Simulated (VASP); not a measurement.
A run of VASP 6.6.1 is set up as follows.

The input INCAR:

```
SYSTEM = Au
PREC = Accurate
ENCUT = 520
EDIFF = 1E-6
ISMEAR = -1
SIGMA = 0.03
LREAL = .FALSE.
LASPH = .TRUE.
NELM = 80
ALGO = Normal
ISIF = 2
LWAVE = .FALSE.
LCHARG = .TRUE.
GGA = PS
LELF = .TRUE.
LVHAR = .TRUE.
NBANDS = 18
```

KPOINTS

```
Automatic mesh
0
G
  14 14 8
  0 0 0
```

File POSCAR:

```
Au
1.0
    2.8999984104      0.0000000000      0.0000000000
   -1.4499992052      2.5114722944      0.0000000000
    0.0000000000      0.0000000000      4.9776000000
Au
2
Direct
    0.3333333333      0.6666666667      0.7500000000
    0.6666666667      0.3333333333      0.2500000000
```

Potentials or basis: VASP PAW PBE potentials, release 64 (Au).

Launch:

```console
$ cat potpaw_PBE.64/Au/POTCAR > POTCAR
$ mpirun -np 1 vasp_std > vasp.out
```

Q: Estimate the pressure.

A: -8.8 GPa.

Q: What does it give for the band gap on the k mesh?

A: Zero (band 11 reaches 12.01 eV, above the bottom of band 12 at 5.77 eV).

Stress tensor (GPa, compression positive):
```
-8.72  0.00  0.00
 0.00 -8.72  0.00
 0.00  0.00 -8.94
```

Caveat: the cell differs from its parent crystal (zz strain of +2 %); the PAW data sets were made with another functional, which shifts forces and pressure a little; spin-orbit coupling is left out, which moves the levels of the heavy elements.
